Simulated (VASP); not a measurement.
Here is a VASP 6.6.1 calculation.

Contents of INCAR:

```
PREC     = Accurate       # precision mode
ENCUT    = 500            # plane-wave cutoff, eV
EDIFF    = 1E-7           # SCF threshold, eV
ISMEAR   = 0              # smearing method
SIGMA    = 0.1            # smearing width, eV
LREAL    = False          # projectors in reciprocal space
LASPH    = True           # aspherical terms in the spheres
NELM     = 200            # most SCF steps
ALGO     = Normal         # electronic algorithm
ISIF     = 3              # what is computed and relaxed
LWAVE    = False          # write WAVECAR
LCHARG   = False          # write CHGCAR
GGA      = PE             # functional
IBRION   = 2              # ionic algorithm
NSW      = 100            # ionic steps
EDIFFG   = -0.01          # ionic threshold
GGA_COMPAT= False        
NELMIN   = 4            
LMAXMIX  = 6              # l up to which the mixer works
```

File KPOINTS:

```
regular mesh
0
Gamma
  8 8 4
```

Contents of POSCAR:

```
Nd3Si2I
1.0
    4.3784886258      0.0000000000      0.0000000000
    0.0000000000      4.3784886258      0.0000000000
    0.0000000000      0.0000000000      8.6156814301
Nd Si I
3 2 1
Direct
    0.5000000000      0.5000000000      0.0000000000
    0.0000000000      0.5000000000      0.3525976602
    0.5000000000      0.0000000000      0.6474023398
    0.0000000000      0.5000000000      0.7009507376
    0.5000000000      0.0000000000      0.2990492624
    0.0000000000      0.0000000000      0.0000000000
```

Potentials or basis: VASP PAW PBE potentials, release 64 (Nd_3, Si, I), 4f in core.

Command:

```sh
$ cat potpaw_PBE.64/Nd_3/POTCAR potpaw_PBE.64/Si/POTCAR potpaw_PBE.64/I/POTCAR > POTCAR
$ mpirun -np 1 vasp_std > vasp.out
```

**Question.** Estimate the space group after relaxing (to 0.1 Å).

**Answer.** P-4m2 (No. 115).

**Question.** Estimate the relaxed volume.

**Answer.** 27.66 Å³/atom.

**Question.** Estimate the band gap on the k mesh.

**Answer.** Zero (bands 24 and 25 overlap by 0.79 eV).

**Question.** What does it give for the relaxed cell?

**Answer.** a = 4.383 Å, b = 4.383 Å, c = 8.641 Å, α = 90.00°, β = 90.00°, γ = 90.00°.

Forces on the atoms (eV/Å):
```
Nd   0.000  0.000  0.000
Nd   0.000  0.000  0.002
Nd   0.000  0.000 -0.002
Si   0.000  0.000  0.008
Si   0.000  0.000 -0.008
I    0.000  0.000  0.000
```

Caveat: spin-orbit coupling is left out, which moves the levels of the heavy elements; the 4f electrons are frozen in the core, so they carry no moment and show no levels; the run has no spin polarisation, though such a crystal can be magnetic. Spin polarisation is off, so any magnetic state and its effect on volume and gap are missing.
